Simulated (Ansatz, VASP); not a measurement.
**AlCu3 in VASP and in Ansatz**

File INCAR:

```
SYSTEM = AlCu3
PREC = Accurate
ENCUT = 520
EDIFF = 1E-6
ISMEAR = 0
SIGMA = 0.15
LREAL = .False.
LASPH = .True.
NELM = 80
ALGO = Fast
ISIF = 2
LWAVE = .False.
LCHARG = .False.
GGA = CA
NBANDS = 26
```

KPOINTS

```
Automatic mesh
0
Gamma
  12 12 12
  0 0 0
```

POSCAR

```
AlCu3
1.0
    3.4993001882      0.0000000000      0.0000000000
    0.0000000000      3.4993001882      0.0000000000
    0.0000000000      0.0000000000      3.4993001882
Al Cu
1 3
Direct
    0.0000000000      0.0000000000      0.0000000000
    0.5000000000      0.4732517947      0.0000000000
    0.5000000000      0.0000000000      0.5000000000
    0.0000000000      0.5267482053      0.5000000000
```

Input for Ansatz:

```yaml
crystal:
  lattice:
    - [3.4993001882, 0.0, 0.0]
    - [0.0, 3.4993001882, 0.0]
    - [0.0, 0.0, 3.4993001882]
  atoms:
    - { symbol: Al, position: [0.0, 0.0, 0.0] }
    - { symbol: Cu, position: [0.5, 0.4732517947, 0.0] }
    - { symbol: Cu, position: [0.5, 0.0, 0.5] }
    - { symbol: Cu, position: [0.0, 0.5267482053, 0.5] }
basis:
  ecutwfc: 520.0
kpoints:
  mp_grid: { grid: [12, 12, 12] }
hamiltonian:
  xc: lda
  pseudopotentials: { kind: paw, azcp: { folder: soft_1 } }
scf:
  occupations: { method: gaussian, width: 0.15 }
output:
  forces: true
  stress: true
  eigenvalues: true
```

Change from the starting cell: mode 5 frozen in at -0.096 Å, equal normal strain along x, y and z -0.0250.

Alike in both runs: task single point; functional LDA; k mesh 12 × 12 × 12; occupations gaussian, width 0.15 eV; no spin polarisation.

```csv
,VASP,Ansatz
version,VASP 6.6.1,Ansatz 0.2.0
potentials or method,"VASP PAW LDA potentials, release 64 (Al, Cu), cutoff 520 eV","scalar-relativistic, plane waves, PAW"
valence electrons in the cell,36,60
```

```tsv
	VASP	Ansatz	Ansatz less VASP
gap on the k mesh at the Fermi level (eV)	none	none	-
pressure (GPa)	16.8	16.1	-0.69
traceless stress, the component that is largest in VASP (GPa)	0.10	0.11	+0.006
rms of the force components (eV/Å)	0.355	0.351	-0.0034
```

Ansatz warns that its potentials were made for another functional, while VASP's fit it. LDA's correlation is that of Perdew and Zunger in VASP and of Perdew and Wang (1992) in Ansatz. Atom by atom the forces differ by 0.003 eV/Å (rms over components). A gap of «none» marks a metal or a gap that the smearing closes. VASP's potentials hold 36 valence electrons a cell and Ansatz's 60, so a difference there can come from the potentials and not from the codes.
